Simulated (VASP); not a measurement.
Input of a VASP 6.6.1 run:

The input INCAR:

```
PREC     = Accurate       # precision mode
ENCUT    = 520            # plane-wave cutoff, eV
EDIFF    = 1E-7           # SCF threshold, eV
ISMEAR   = 0              # smearing method
SIGMA    = 0.1            # smearing width, eV
LREAL    = F              # projectors in reciprocal space
LASPH    = T              # aspherical terms in the spheres
NELM     = 60             # most SCF steps
ALGO     = Fast           # electronic algorithm
ISIF     = 2              # what is computed and relaxed
LWAVE    = F              # write WAVECAR
LCHARG   = F              # write CHGCAR
GGA      = PS             # functional
NBANDS   = 34             # bands
```

Contents of KPOINTS:

```
regular mesh
0
Gamma
  12 12 10
```

File POSCAR:

```
Nb
1.0
    4.4725909253      0.0000000000      0.0000000000
   -2.2362954626      3.8733773620      0.0000000000
    0.0000000000      0.0000000000      4.8137339658
Nb
4
Direct
    0.0000000000      0.0000000000      0.2500000000
    0.0000000000      0.0000000000      0.7500000000
    0.3333333333      0.6666666667      0.7500000000
    0.6666666667      0.3333333333      0.2500000000
```

Potentials or basis: VASP PAW PBE potentials, release 64 (Nb_sv).

Run with:

```bash
$ cat potpaw_PBE.64/Nb_sv/POTCAR > POTCAR
$ mpirun -np 1 vasp_std > vasp.out
```

**Question.** What does it give for the band gap on the k mesh?

**Answer.** Zero (bands 26 and 27 overlap by 0.90 eV).

**Question.** Estimate the pressure.

**Answer.** -0.1 GPa.

Caveat: the PAW data sets were made with another functional, which shifts forces and pressure a little.
